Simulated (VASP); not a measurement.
# Ta2N in VASP: further runs

The runs below take Ta2N through single point, with r2SCAN50, LDA, b88 exchange, pbe correlation, PBEsol, PBE0.

Program: VASP 6.6.1. These are calculated values, not measurements. Logs are shortened: lines on timing, memory, paths and dates and some standing lists are left out, and cuts for length are marked.

### Step 1. The cell of the first run

It takes space group P-3m1 (No. 164, trigonal). The conventional cell has a = 3.113 Å, b = 3.113 Å, c = 4.870 Å, α = 90.00°, β = 90.00°, γ = 120.00°. Within 3.2 Å of Ta (site symmetry 3m) lie 3 N at 2.18 Å and 12 Ta at 2.99 to 3.11 Å. Within 2.9 Å of N (site symmetry -3m) lie 6 Ta at 2.18 Å.

### Step 2. Single point, r2SCAN50

Contents of POSCAR:

```
Ta2N
1.0
    3.1128615060      0.0000000000      0.0000000000
   -1.5564307530      2.6958171426      0.0000000000
    0.0000000000      0.0000000000      4.8698410000
Ta N
2 1
Direct
    0.3333333333      0.6666666667      0.2547110000
    0.6666666667      0.3333333333      0.7452890000
    0.0000000000      0.0000000000      0.0000000000
```

Contents of INCAR.step1:

```
ALGO = Normal ; EDIFF = 1E-5
ENCUT = 520 ; GGA = PE
ISIF = 2 ; ISMEAR = -1
LASPH = True ; LCHARG = False
LREAL = False ; LWAVE = True
NBANDS = 20 ; NELM = 60
PREC = Accurate ; SIGMA = 0.05
```

Contents of INCAR.step2:

```
AEXX = 0.5 ; ALGO = Normal
EDIFF = 1E-6 ; ENCUT = 520
ISIF = 2 ; ISMEAR = -1
ISTART = 1 ; LASPH = True
LCHARG = False ; LHFCALC = True
LMIXTAU = True ; LREAL = False
LWAVE = False ; METAGGA = R2SCAN
NBANDS = 20 ; NELM = 60
PREC = Accurate ; PRECFOCK = Normal
SIGMA = 0.05
```

Contents of KPOINTS:

```
k-points
0
Gamma
  5 5 3
```

Potentials or basis: VASP PAW PBE potentials, release 64 (Ta_pv, N).

Run with:

```sh
cat potpaw_PBE.64/Ta_pv/POTCAR potpaw_PBE.64/N/POTCAR > POTCAR
cp INCAR.step1 INCAR
mpirun -np 1 vasp_std > vasp.out
cp INCAR.step2 INCAR
mpirun -np 1 vasp_std > vasp.out
```

OUTCAR:

```text
AEXX = 0.5
   EDIFF = 1E-6
   ENCUT = 520
   ISIF = 2
   ISMEAR = -1
   ISTART = 1
   LASPH = True
   LHFCALC = True
   LREAL = False
   METAGGA = R2SCAN
   NELM = 60
   PREC = Accurate
   PRECFOCK = Normal

 ion  position               nearest neighbor table
   1  0.333  0.667  0.255-   3 2.18   3 2.18   3 2.18   2 2.99   2 2.99   2 2.99   2 3.06   2 3.06
                             2 3.06
   2  0.667  0.333  0.745-   3 2.18   3 2.18   3 2.18   1 2.99   1 2.99   1 2.99   1 3.06   1 3.06
                             1 3.06
   3  0.000  0.000  0.000-   1 2.18   2 2.18   1 2.18   2 2.18   2 2.18   1 2.18

  LATTYP: Found a hexagonal cell.
 ALAT       =     3.1128615060
 C/A-ratio  =     1.5644258476

  Lattice vectors:

 A1 = (   3.1128615060,   0.0000000000,   0.0000000000)
 A2 = (  -1.5564307530,   2.6958171426,   0.0000000000)
 A3 = (   0.0000000000,   0.0000000000,   4.8698410000)

Analysis of symmetry for initial positions (statically):
=====================================================================
 Subroutine PRICEL returns:
 Original cell was already a primitive cell.

 Routine SETGRP: Setting up the symmetry group for a
 hexagonal supercell.

 Subroutine GETGRP returns: Found 12 space group operations
 (whereof 12 operations were pure point group operations)
 out of a pool of 24 trial point group operations.

The static configuration has the point symmetry D_3d.

Analysis of symmetry for dynamics (positions and initial velocities):
=====================================================================
 Subroutine PRICEL returns:
 Original cell was already a primitive cell.

 Routine SETGRP: Setting up the symmetry group for a
 hexagonal supercell.

 Subroutine GETGRP returns: Found 12 space group operations
 (whereof 12 operations were pure point group operations)
 out of a pool of 24 trial point group operations.

The dynamic configuration has the point symmetry D_3d.

 Subroutine INISYM returns: Found 12 space group operations
 (whereof 12 operations are pure point group operations),
 and found     1 'primitive' translations

----------------------------------------------------------------------------------------

                                     Primitive cell

  volume of cell :      40.8663

  direct lattice vectors                    reciprocal lattice vectors
     3.112861506  0.000000000  0.000000000     0.321247829  0.185472520  0.000000000
    -1.556430753  2.695817143  0.000000000     0.000000000  0.370945041  0.000000000
     0.000000000  0.000000000  4.869841000     0.000000000  0.000000000  0.205345513

  length of vectors
     3.112861506  3.112861506  4.869841000     0.370945041  0.370945041  0.205345513

  position of ions in fractional coordinates (direct lattice)
     0.333333333  0.666666667  0.254711000
     0.666666667  0.333333333  0.745289000
     0.000000000  0.000000000  0.000000000

  ion indices of the primitive-cell ions
   primitive index   ion index
                 1           1
                 2           2
                 3           3

----------------------------------------------------------------------------------------

 KPOINTS: k-points

Automatic generation of k-mesh.
 Grid dimensions read from file:
 generate k-points for:    5    5    3

 Generating k-lattice:

  Cartesian coordinates                     Fractional coordinates (reciprocal lattice)
     0.064249566  0.037094504  0.000000000     0.200000000  0.000000000  0.000000000
     0.000000000  0.074189008  0.000000000     0.000000000  0.200000000  0.000000000
     0.000000000  0.000000000  0.068448504     0.000000000  0.000000000  0.333333333

  Length of vectors
     0.074189008  0.074189008  0.068448504

  Shift w.r.t. Gamma in fractional coordinates (k-lattice)
     0.000000000  0.000000000  0.000000000

 Subroutine IBZKPT returns following result:
 ===========================================

 Found     12 irreducible k-points:

 Following reciprocal coordinates:
            Coordinates               Weight
  0.000000  0.000000  0.000000      1.000000
  0.200000 -0.000000  0.000000      6.000000
  0.400000 -0.000000  0.000000      6.000000
  0.200000  0.200000  0.000000      6.000000
  0.400000  0.200000  0.000000      6.000000
  0.000000  0.000000  0.333333      2.000000
  0.200000 -0.000000  0.333333      6.000000
  0.000000  0.200000  0.333333      6.000000
  0.400000 -0.000000  0.333333      6.000000
  0.000000  0.400000  0.333333      6.000000
  0.200000  0.200000  0.333333     12.000000
  0.400000  0.200000  0.333333     12.000000
   k-points           NKPTS =     12   k-points in BZ     NKDIM =     75   number of bands    NBANDS=     20
   number of dos      NEDOS =    301   number of ions     NIONS =      3
   total plane-waves  NPLWV =  20736
   dimension x,y,z NGX =    24 NGY =   24 NGZ =   36
   dimension x,y,z NGXF=    48 NGYF=   48 NGZF=   72
   ions per type =               2   1
   NGX,Y,Z   is equivalent  to a cutoff of  12.82, 12.82, 12.29 a.u.
   NGXF,Y,Z  is equivalent  to a cutoff of  25.63, 25.63, 24.58 a.u.
 SYSTEM =  unknown system
   PREC   = accura    normal or accurate (medium, high low for compatibility)
   ISTART =      1    job   : 0-new  1-cont  2-samecut
   ICHARG =      0    charge: 1-file 2-atom 10-const
   ISPIN  =      1    spin polarized calculation?
   LNONCOLLINEAR =      F non collinear calculations
   LSORBIT =      F    spin-orbit coupling
   LASPH  =      T    aspherical Exc in radial PAW
   ENCUT  =  520.0 eV  38.22 Ry    6.18 a.u.   5.79  5.79  9.05*2*pi/ulx,y,z
   NELM   =     60;   NELMIN=  2; NELMDL=  0     # of ELM steps
   EDIFF  = 0.1E-05   stopping-criterion for ELM
   LREAL  =      F    real-space projection
   EDIFFG = 0.1E-04   stopping-criterion for IOM
   NSW    =      0    number of steps for IOM
   IBRION =     -1    ionic relax: 0-MD 1-quasi-New 2-CG
   NFREE  =      0    steps in history (QN), initial steepest desc. (CG)
   ISIF   =      2    stress and relaxation
   ISYM   =      3    0-nonsym 1-usesym 2-fastsym
   POTIM  = 0.5000    time-step for ionic-motion
   TEBEG  =    0.0;   TEEND  =   0.0 temperature during run
   PSTRESS=    0.0 pullay stress
   NELECT =      27.0000    total number of electrons
   NUPDOWN=      -1.0000    fix difference up-down
   EMIN   =  10.00;   EMAX   =-10.00  energy-range for DOS
   EFERMI =   0.00;   METHOD = LEGACY
   ISMEAR =    -1;   SIGMA  =   0.05  broadening in eV -4-tet -1-fermi 0-gaus
   EFERMI_NEDOS =   21; number of points for ismear=-14 and -15
   IALGO  =     38    algorithm
   IMIX   =      1    mixing-type and parameters
     AMIX     =   0.40;   BMIX     =  1.00
     AMIX_MAG =   1.60;   BMIX_MAG =  1.00
  volume/ion in A,a.u.               =      13.62        91.93
  Fermi-wavevector in a.u.,A,eV,Ry     =   1.425852  2.694469 27.661374  2.033054
  Thomas-Fermi vector in A             =   2.546192
   LORBIT       =      0    0 simple, 1 ext, 2 COOP (PROOUT), +10 PAW based schemes
   METAGGA = R2SCAN    functional components
   LHFCALC =     T    Hartree Fock is set to
   PRECFOCK=normal    Normal, Fast or Accurate (Low or Medium for compatibility)
   ENCUT4O =  -1.0   cutoff for four orbital integrals eV
   NKREDX  =     1    reduce k-point grid by
   NKREDY  =     1    reduce k-point grid by
   NKREDZ  =     1    reduce k-point grid by
   AEXX    =    0.5000 exact exchange contribution
   HFSCREEN=    0.0000 screening length (either q_TF or 0.3 A-1)
   HFSCREENC=   0.0000 screening length for correlation (either q_TF or 0.3 A-1)
   ENCUTFOCK=  -1.0 apply spherical cutoff to Coloumb kernel
   IVDW    =     0    specifies the selected vdW correction
   LEPSILON=     F    determine dielectric tensor
   LRPA    =     F    only Hartree local field effects (RPA)
 non-spin polarized calculation
  energy-cutoff  :      520.00
  volume of cell :       40.87
 maximum number of plane-waves:      1108
 NGX is ok and might be reduce to    24
  NGX = 18; NGY = 18; NGZ = 28

 number of electron      26.9999996 magnetization

 Free energy of the ion-electron system (eV)
  ---------------------------------------------------
  ext. energy  EPLUGINS =         0.00000000
  ---------------------------------------------------
  free energy    TOTEN  =       -90.57411896 eV

  energy without entropy =      -90.56955913  energy(sigma->0) =      -90.57183905

 E-fermi :   7.1866     XC(G=0):  -7.6178

 val. band max:        7.1313433582   @ k =   0.0000   0.4000   0.3333
 cond. band min:       8.4392157724   @ k =   0.0000   0.0000   0.0000
 fundamental gap:      1.3078724142
 Fermi energy:         7.1866312547

 k-point     1 :       0.0000    0.0000    0.0000
  band No.  band energies     occupation
      1     -35.0213      2.00000
      2     -34.0318      2.00000
      3     -34.0318      2.00000
      4     -33.8967      2.00000
      5     -33.8967      2.00000
      6     -33.7613      2.00000
[... 12 lines left out ...]
     19      10.0569      0.00000
     20      14.1664      0.00000

 k-point     2 :       0.2000   -0.0000    0.0000
  band No.  band energies     occupation
      1     -34.8673      2.00000
      2     -34.3300      2.00000
      3     -34.1622      2.00000
      4     -34.1300      2.00000
      5     -33.9162      2.00000
      6     -33.8174      2.00000
[... 12 lines left out ...]
     19      13.0425      0.00000
     20      14.2244      0.00000

 k-point     3 :       0.4000   -0.0000    0.0000
  band No.  band energies     occupation
      1     -34.8092      2.00000
      2     -34.5488      2.00000
      3     -34.5296      2.00000
      4     -34.2628      2.00000
      5     -33.9943      2.00000
      6     -33.9655      2.00000
[... 12 lines left out ...]
     19      13.9706      0.00000
     20      14.5376      0.00000

 k-point     4 :       0.2000    0.2000    0.0000
  band No.  band energies     occupation
      1     -34.6412      2.00000
      2     -34.5768      2.00000
      3     -34.5171      2.00000
      4     -34.2100      2.00000
      5     -34.0685      2.00000
      6     -33.9401      2.00000
[... 153 lines left out ...]
 k-point    11 :       0.2000    0.2000    0.3333
  band No.  band energies     occupation
      1     -34.7639      2.00000
      2     -34.6547      2.00000
      3     -34.2712      2.00000
      4     -34.2319      2.00000
      5     -34.1000      2.00000
      6     -33.9255      2.00000
[... 12 lines left out ...]
     19      13.7369      0.00000
     20      15.1126      0.00000

 k-point    12 :       0.4000    0.2000    0.3333
  band No.  band energies     occupation
      1     -34.8539      2.00000
      2     -34.7376      2.00000
      3     -34.4670      2.00000
      4     -34.2882      2.00000
      5     -34.0654      2.00000
      6     -33.9624      2.00000
[... 12 lines left out ...]
     19      14.7040      0.00000
     20      15.4087      0.00000

------------------------ aborting loop because EDIFF is reached ----------------------------------------

  FORCE on cell =-STRESS in cart. coord.  units (eV):
  Direction    XX          YY          ZZ          XY          YZ          ZX
  --------------------------------------------------------------------------------------
  -------------------------------------------------------------------------------------
  Total       -4.7535648     -4.7535648     -2.2908806      0.0000000     -0.0000000      0.0000000
  in kB     -186.3652723   -186.3652723    -89.8148250      0.0000000     -0.0000000      0.0000000
  external PRESSURE =    -154.1817899 kB  Pullay stress =       0.0000000 kB

 VOLUME and BASIS-vectors are now :
 -----------------------------------------------------------------------------
  energy-cutoff  :      520.00
  volume of cell :       40.87
      direct lattice vectors                 reciprocal lattice vectors
     3.112861506  0.000000000  0.000000000     0.321247829  0.185472520  0.000000000
    -1.556430753  2.695817143  0.000000000     0.000000000  0.370945041  0.000000000
     0.000000000  0.000000000  4.869841000     0.000000000  0.000000000  0.205345513

 POSITION                                       TOTAL-FORCE (eV/Angst)
 -----------------------------------------------------------------------------------
     -0.00000      1.79721      1.24040         0.000000     -0.000000     -1.014877
      1.55643      0.89861      3.62944        -0.000000      0.000000      1.014877
      0.00000      0.00000      0.00000        -0.000000      0.000000      0.000000
 -----------------------------------------------------------------------------------
    total drift:                                0.000000      0.000000     -0.000000

  FREE ENERGIE OF THE ION-ELECTRON SYSTEM (eV)
  ---------------------------------------------------
  free  energy   TOTEN  =       -90.5741189638 eV

  energy  without entropy=      -90.5695591318  energy(sigma->0) =      -90.57183905
```

Run time: 18 min. Hardware: 1 thread of AMD EPYC 7R13 (Zen 3), shared host; peak memory 0.14 GiB.

Results:

| Property | Result |
| --- | --- |
| Free energy | -90.5741 eV |
| Pressure | -15.4 GPa |
| Largest force | 1.015 eV/Å |
| Band gap on the k mesh | zero (an odd number of electrons rules out a gap without spin polarisation) |

Forces in eV/Å, atoms in the order of the input:
```
Ta   0.000  0.000 -1.015
Ta   0.000  0.000  1.015
N    0.000  0.000  0.000
```

Caveat: the k points lie up to 0.47 Å⁻¹ apart, too coarse for converged energies and pressures of a metal; the PAW data sets were made with another functional, which shifts forces and pressure a little; spin-orbit coupling is left out, which moves the levels of the heavy elements.

### Step 3. Single point, LDA

Contents of INCAR:

```
PREC = Accurate ; ENCUT = 520
EDIFF = 1E-6 ; ISMEAR = 1
SIGMA = 0.1 ; LREAL = F
LASPH = T ; NELM = 120
ALGO = Normal ; ISIF = 2
LWAVE = F ; LCHARG = F
GGA = CA ; NBANDS = 22
GGA_COMPAT = F
```

Contents of KPOINTS:

```
Automatic mesh
0
Gamma
  8 8 5
```

Contents of POSCAR:

```
Ta2N
1.0
    3.1128615060      0.0000000000      0.0000000000
   -1.5564307530      2.6958171426      0.0000000000
    0.0000000000      0.0000000000      4.8698410000
Ta N
2 1
Direct
    0.3566655984      0.6742237711      0.2522690166
    0.6432762316      0.3258685413      0.7468420427
    0.0007546524     -0.0011911045      0.0114837425
```

Potentials or basis: VASP PAW LDA potentials, release 64 (Ta_sv_GW, N).

Run with:

```sh
cat potpaw_LDA.64/Ta_sv_GW/POTCAR potpaw_LDA.64/N/POTCAR > POTCAR
mpirun -np 1 vasp_std > vasp.out
```

OUTCAR:

```text
PREC = Accurate
   ENCUT = 520
   EDIFF = 1E-6
   ISMEAR = 1
   LREAL = F
   LASPH = T
   NELM = 120
   ISIF = 2
   GGA = CA

 ion  position               nearest neighbor table
   1  0.357  0.674  0.252-   3 2.10   3 2.17   3 2.18   2 2.96   2 2.98   2 3.00   2 3.03   2 3.08
                             2 3.12
   2  0.643  0.326  0.747-   3 2.16   3 2.23   3 2.25   1 2.96   1 2.98   1 3.00   1 3.03   1 3.08
                             1 3.12
   3  0.001  0.999  0.011-   1 2.10   2 2.16   1 2.17   1 2.18   2 2.23   2 2.25

  LATTYP: Found a hexagonal cell.
 ALAT       =     3.1128615060
 C/A-ratio  =     1.5644258476

  Lattice vectors:

 A1 = (   3.1128615060,   0.0000000000,   0.0000000000)
 A2 = (  -1.5564307530,   2.6958171426,   0.0000000000)
 A3 = (   0.0000000000,   0.0000000000,   4.8698410000)

Analysis of symmetry for initial positions (statically):
=====================================================================
 Subroutine PRICEL returns:
 Original cell was already a primitive cell.

 Routine SETGRP: Setting up the symmetry group for a
 hexagonal supercell.

[... 162 lines left out ...]
  ext. energy  EPLUGINS =         0.00000000
  ---------------------------------------------------
  free energy    TOTEN  =       -42.51687547 eV

  energy without entropy =      -42.51736836  energy(sigma->0) =      -42.51703976

 E-fermi :  11.5766     XC(G=0): -13.4562

 val. band max:       11.5618254104   @ k =  -0.3750   0.1250  -0.4000
 cond. band min:      11.5931848742   @ k =   0.0000   0.3750   0.4000
 fundamental gap:      0.0313594638
 Fermi energy:        11.5766420956

 k-point     1 :       0.0000    0.0000    0.0000
  band No.  band energies     occupation
      1     -56.6942      2.00000
      2     -56.6105      2.00000
      3     -23.9264      2.00000
      4     -23.2081      2.00000
      5     -23.1751      2.00000
      6     -23.0940      2.00000
[... 589 lines left out ...]
     21      16.0727      0.00000
     22      16.3581      0.00000

 [... further k-points ...]
[... 5 lines left out ...]
  --------------------------------------------------------------------------------------
  -------------------------------------------------------------------------------------
  Total       -3.0781218     -3.0630270     -3.6540664     -0.0076121     -0.2388516     -0.5913782
  in kB     -120.6789090   -120.0871103   -143.2590302     -0.2984338     -9.3642649    -23.1852029
  external PRESSURE =    -128.0083498 kB  Pullay stress =       0.0000000 kB

 VOLUME and BASIS-vectors are now :
 -----------------------------------------------------------------------------
  energy-cutoff  :      520.00
  volume of cell :       40.87
      direct lattice vectors                 reciprocal lattice vectors
     3.112861506  0.000000000  0.000000000     0.321247829  0.185472520  0.000000000
    -1.556430753  2.695817143  0.000000000     0.000000000  0.370945041  0.000000000
     0.000000000  0.000000000  4.869841000     0.000000000  0.000000000  0.205345513

 POSITION                                       TOTAL-FORCE (eV/Angst)
 -----------------------------------------------------------------------------------
      0.06087      1.81758      1.22851        -0.412155     -0.193969      0.133820
      1.49524      0.87848      3.63700         0.386731      0.135517      0.656440
     -1.55223      2.69261      0.05592         0.025424      0.058453     -0.790260
 -----------------------------------------------------------------------------------
    total drift:                               -0.000017     -0.000004      0.000278

  FREE ENERGIE OF THE ION-ELECTRON SYSTEM (eV)
  ---------------------------------------------------
  free  energy   TOTEN  =       -42.5168754660 eV

  energy  without entropy=      -42.5173683578  energy(sigma->0) =      -42.51703976
```

stdout:

```text
POSCAR found type information on POSCAR TaN
 POSCAR found :  2 types and       3 ions
 scaLAPACK will be used
 LDA part: xc-table for (Slater(with rela. corr.)+CA(PZ))
 , standard interpolation
 POSCAR, INCAR and KPOINTS ok, starting setup
 FFT: planning ... GRIDC
 FFT: planning ... GRID_SOFT
 FFT: planning ... GRID
 WAVECAR not read
 entering main loop
```

It took 83 s on 1 thread of Intel Xeon Platinum 8488C (Sapphire Rapids), shared host; peak memory 0.25 GiB.

What came out:

```
Free energy            : -42.5169 eV
Pressure               : -12.8 GPa
Largest force          : 0.793 eV/Å
Band gap on the k mesh : zero (an odd number of electrons rules out a gap without spin polarisation)
```

Forces on the atoms (eV/Å):
```
Ta  -0.412 -0.194  0.134
Ta   0.387  0.136  0.656
N    0.025  0.058 -0.790
```

Stress tensor (GPa, compression positive):
```
-12.07  -0.03  -2.32
 -0.03 -12.01  -0.94
 -2.32  -0.94 -14.33
```

Caveat: the cell stands under tension; spin-orbit coupling is left out, which moves the levels of the heavy elements.

(Part 1 of 3 ends here.)

The gap in the log of VASP goes by the Fermi energy; the results here count the filled bands.